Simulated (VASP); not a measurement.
# Ge (Cmcm) in VASP: further runs

Runs on Ge. Level: PBEsol. Tasks: single point.

Everything below comes from runs of VASP 6.6.1. Logs are shortened: lines on timing, memory, paths and dates and some standing lists are left out, and cuts for length are marked.

**1. The cell of the first run**

Symmetry: Cmcm, No. 63, orthorhombic system. Conventional cell: a = 2.976 Å, b = 5.189 Å, c = 4.728 Å, α = 90.00°, β = 90.00°, γ = 90.00°. Ge (site symmetry m2m) has 12 Ge at 2.92 to 2.99 Å within 3.9 Å.

**2. Single point, PBEsol**

Contents of INCAR:

```
SYSTEM = Ge
ALGO     = Normal         ! electronic algorithm
EDIFF    = 1E-6           ! SCF threshold, eV
ENCUT    = 500            ! plane-wave cutoff, eV
GGA      = PS             ! functional
GGA_COMPAT= .FALSE.      
ISIF     = 2              ! what is computed and relaxed
ISMEAR   = -1             ! smearing method
LASPH    = .TRUE.         ! aspherical terms in the spheres
LCHARG   = .FALSE.        ! write CHGCAR
LREAL    = .FALSE.        ! projectors in reciprocal space
LWAVE    = .FALSE.        ! write WAVECAR
NBANDS   = 21             ! bands
NELM     = 120            ! most SCF steps
PREC     = Accurate       ! precision mode
SIGMA    = 0.15           ! smearing width, eV
```

Contents of KPOINTS:

```
k-points
0
G
  3 3 2
  0 0 0
```

Contents of POSCAR:

```
Ge
1.0
    1.4880529300     -2.5946896100      0.0000000000
    1.4880529300      2.5946896100      0.0000000000
    0.0000000000      0.0000000000      4.7275957900
Ge
2
Direct
    0.6665533705      0.3334466295      0.2500000005
    0.3334466295      0.6665533705      0.7499999995
```

Potentials or basis: VASP PAW PBE potentials, release 64 (Ge_d).

Run with:

```bash
> cat potpaw_PBE.64/Ge_d/POTCAR > POTCAR
> mpirun -np 1 vasp_std > vasp.out
```

OUTCAR:

```text
SYSTEM = Ge
   EDIFF = 1E-6
   ENCUT = 500
   GGA = PS
   ISIF = 2
   ISMEAR = -1
   LASPH = .TRUE.
   LREAL = .FALSE.
   NELM = 120
   PREC = Accurate

 ion  position               nearest neighbor table
   1  0.667  0.333  0.250-
   2  0.333  0.667  0.750-

  LATTYP: Found a base centered orthorhombic cell.
 ALAT       =     2.9761058600
 B/A-ratio  =     1.7436809926
 C/A-ratio  =     1.5885173486

  Lattice vectors:

 A1 = (   1.4880529300,  -2.5946896100,   0.0000000000)
 A2 = (   1.4880529300,   2.5946896100,   0.0000000000)
 A3 = (   0.0000000000,   0.0000000000,   4.7275957900)

Analysis of symmetry for initial positions (statically):
=====================================================================
 Subroutine PRICEL returns:
 Original cell was already a primitive cell.

 Routine SETGRP: Setting up the symmetry group for a
 base centered orthorhombic supercell.

 Subroutine GETGRP returns: Found  8 space group operations
 (whereof  4 operations were pure point group operations)
 out of a pool of  8 trial point group operations.

The static configuration has the point symmetry C_2h.
 The point group associated with its full space group is D_2h.

Analysis of symmetry for dynamics (positions and initial velocities):
=====================================================================
 Subroutine PRICEL returns:
 Original cell was already a primitive cell.

 Routine SETGRP: Setting up the symmetry group for a
 base centered orthorhombic supercell.

 Subroutine GETGRP returns: Found  8 space group operations
 (whereof  4 operations were pure point group operations)
 out of a pool of  8 trial point group operations.

The dynamic configuration has the point symmetry C_2h.
 The point group associated with its full space group is D_2h.

 Subroutine INISYM returns: Found  8 space group operations
 (whereof  4 operations are pure point group operations),
 and found     1 'primitive' translations

----------------------------------------------------------------------------------------

                                     Primitive cell

  volume of cell :      36.5068

  direct lattice vectors                    reciprocal lattice vectors
     1.488052930 -2.594689610  0.000000000     0.336009553 -0.192701277  0.000000000
     1.488052930  2.594689610  0.000000000     0.336009553  0.192701277  0.000000000
     0.000000000  0.000000000  4.727595790     0.000000000  0.000000000  0.211524006

  length of vectors
[... 61 lines left out ...]
   LSORBIT =      F    spin-orbit coupling
   LASPH  =      T    aspherical Exc in radial PAW
   ENCUT  =  500.0 eV  36.75 Ry    6.06 a.u.   5.45  5.45  8.62*2*pi/ulx,y,z
   NELM   =    120;   NELMIN=  2; NELMDL= -5     # of ELM steps
   EDIFF  = 0.1E-05   stopping-criterion for ELM
   LREAL  =      F    real-space projection
   EDIFFG = 0.1E-04   stopping-criterion for IOM
   NSW    =      0    number of steps for IOM
   IBRION =     -1    ionic relax: 0-MD 1-quasi-New 2-CG
   NFREE  =      0    steps in history (QN), initial steepest desc. (CG)
   ISIF   =      2    stress and relaxation
   ISYM   =      2    0-nonsym 1-usesym 2-fastsym
   POTIM  = 0.5000    time-step for ionic-motion
   TEBEG  =    0.0;   TEEND  =   0.0 temperature during run
   PSTRESS=    0.0 pullay stress
   NELECT =      28.0000    total number of electrons
   NUPDOWN=      -1.0000    fix difference up-down
   EMIN   =  10.00;   EMAX   =-10.00  energy-range for DOS
   EFERMI =   0.00;   METHOD = LEGACY
   ISMEAR =    -1;   SIGMA  =   0.15  broadening in eV -4-tet -1-fermi 0-gaus
   EFERMI_NEDOS =   21; number of points for ismear=-14 and -15
   IALGO  =     38    algorithm
   IMIX   =      4    mixing-type and parameters
     AMIX     =   0.40;   BMIX     =  1.00
     AMIX_MAG =   1.60;   BMIX_MAG =  1.00
  volume/ion in A,a.u.               =      18.25       123.18
  Fermi-wavevector in a.u.,A,eV,Ry     =   1.498544  2.831837 30.553702  2.245634
  Thomas-Fermi vector in A             =   2.610289
   LORBIT       =      0    0 simple, 1 ext, 2 COOP (PROOUT), +10 PAW based schemes
   GGA     = PS    functional components
   LHFCALC =     F    Hartree Fock is set to
   AEXX    =    0.0000 exact exchange contribution
   IVDW    =     0    specifies the selected vdW correction
   LEPSILON=     F    determine dielectric tensor
   LRPA    =     F    only Hartree local field effects (RPA)
 non-spin polarized calculation
  energy-cutoff  :      500.00
  volume of cell :       36.51
 maximum number of plane-waves:       957
 NGX is ok and might be reduce to    24
   NGX = 11   NGY = 11   NGZ = 17

 number of electron      28.0000012 magnetization

 Free energy of the ion-electron system (eV)
  ---------------------------------------------------
  ext. energy  EPLUGINS =         0.00000000
  ---------------------------------------------------
  free energy    TOTEN  =       -10.27527381 eV

  energy without entropy =      -10.23743852  energy(sigma->0) =      -10.25635617

 E-fermi :   6.7353     XC(G=0): -11.6157

 val. band max:        5.3747760686   @ k =   0.3333  -0.0000   0.5000
 cond. band min:       6.8734050386   @ k =   0.3333   0.3333   0.0000
 fundamental gap:      1.4986289700
 Fermi energy:         6.7353280966

 k-point     1 :       0.0000    0.0000    0.0000
  band No.  band energies     occupation
      1     -17.7313      2.00000
      2     -17.7189      2.00000
      3     -17.7042      2.00000
      4     -17.7004      2.00000
      5     -17.6952      2.00000
      6     -17.6949      2.00000
[... 181 lines left out ...]
     20      15.5933      0.00000
     21      19.7826      0.00000

------------------------ aborting loop because EDIFF is reached ----------------------------------------

  FORCE on cell =-STRESS in cart. coord.  units (eV):
  Direction    XX          YY          ZZ          XY          YZ          ZX
  --------------------------------------------------------------------------------------
  -------------------------------------------------------------------------------------
  Total        1.3574980      1.0327793     -5.7280962      0.0000000      0.0000000      0.0000000
  in kB       59.5765919     45.3256426   -251.3892849      0.0000000      0.0000000      0.0000000
  external PRESSURE =     -48.8290168 kB  Pullay stress =       0.0000000 kB

 VOLUME and BASIS-vectors are now :
 -----------------------------------------------------------------------------
  energy-cutoff  :      500.00
  volume of cell :       36.51
      direct lattice vectors                 reciprocal lattice vectors
     1.488052930 -2.594689610  0.000000000     0.336009553 -0.192701277  0.000000000
     1.488052930  2.594689610  0.000000000     0.336009553  0.192701277  0.000000000
     0.000000000  0.000000000  4.727595790     0.000000000  0.000000000  0.211524006

 POSITION                                       TOTAL-FORCE (eV/Angst)
 -----------------------------------------------------------------------------------
      1.48805     -0.86431      1.18190         0.000000     -0.011299      0.000000
      1.48805      0.86431      3.54570         0.000000      0.011299      0.000000
 -----------------------------------------------------------------------------------
    total drift:                               -0.000001      0.000000      0.000000

  FREE ENERGIE OF THE ION-ELECTRON SYSTEM (eV)
  ---------------------------------------------------
  free  energy   TOTEN  =       -10.2752738101 eV

  energy  without entropy=      -10.2374385223  energy(sigma->0) =      -10.25635617
```

stdout:

```text
POSCAR found type information on POSCAR Ge
 POSCAR found :  1 types and       2 ions
 scaLAPACK will be used
 -----------------------------------------------------------------------------
|                                                                             |
|                                                                             |
|     You enforced a specific xc type in the INCAR file but a different       |
|     I HOPE YOU KNOW WHAT YOU ARE DOING!                                     |
|                                                                             |
 -----------------------------------------------------------------------------

 LDA part: xc-table for (Slater+PW92), standard interpolation
 POSCAR, INCAR and KPOINTS ok, starting setup
 FFT: planning ... GRIDC
 FFT: planning ... GRID_SOFT
 FFT: planning ... GRID
 WAVECAR not read
 entering main loop
```

Run time: 6 s. Hardware: 1 thread of Intel Xeon 6975P-C, shared host; peak memory 0.14 GiB.

What came out:

```yaml
Free_energy: -10.2753 eV
Pressure: -4.9 GPa
Largest_force: 0.011 eV/Å
Band_gap_on_the_k_mesh: zero (band 14 reaches 13.50 eV, above the bottom of band 15 at 4.53 eV)
```

Forces in eV/Å, atoms in the order of the input:
```
Ge   0.000 -0.011  0.000
Ge   0.000  0.011  0.000
```

Stress tensor (GPa, compression positive):
```
  5.96   0.00   0.00
  0.00   4.53   0.00
  0.00   0.00 -25.14
```

Caveat: the k points lie up to 0.81 Å⁻¹ apart; the PAW data sets were made with another functional, which shifts forces and pressure a little.

(Part 1 of 3 ends here.)
